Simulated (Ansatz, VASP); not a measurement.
# BAs: VASP beside Ansatz

```xyz
2
Lattice="0.0000 2.4044 2.4044 2.4044 0.0000 2.4044 2.4044 2.4044 0.0000" Properties=species:S:1:pos:R:3 pbc="T T T"
B     1.2022    1.2022    1.2022
As    2.4044    2.4044    2.4044
```

Alike in both runs: task single point; functional r2SCAN; k mesh 10 × 10 × 10; occupations gaussian, width 0.02 eV; no spin polarisation.

|  | VASP | Ansatz |
| --- | --- | --- |
| version | VASP 6.6.1 | Ansatz 0.2.0 |
| potentials or method | VASP PAW PBE potentials, release 64 (B, As), cutoff 520 eV | scalar-relativistic, plane waves, PAW |
| valence electrons in the cell | 8 | 18 |

VASP gave:

* gap on the k mesh at the Fermi level (eV): 1.39
* least direct gap on the mesh (eV): 3.42
* pressure (GPa): -1.9

Which values does Ansatz return?

gap on the k mesh at the Fermi level (eV): 1.39; least direct gap on the mesh (eV): 3.42; pressure (GPa): -2.1.

VASP's potentials were made for PBE, not for r2SCAN. The functional is the same, so the differences come from potentials, cutoffs and numerics. VASP's potentials hold 8 valence electrons a cell and Ansatz's 18, so a difference there can come from the potentials and not from the codes.
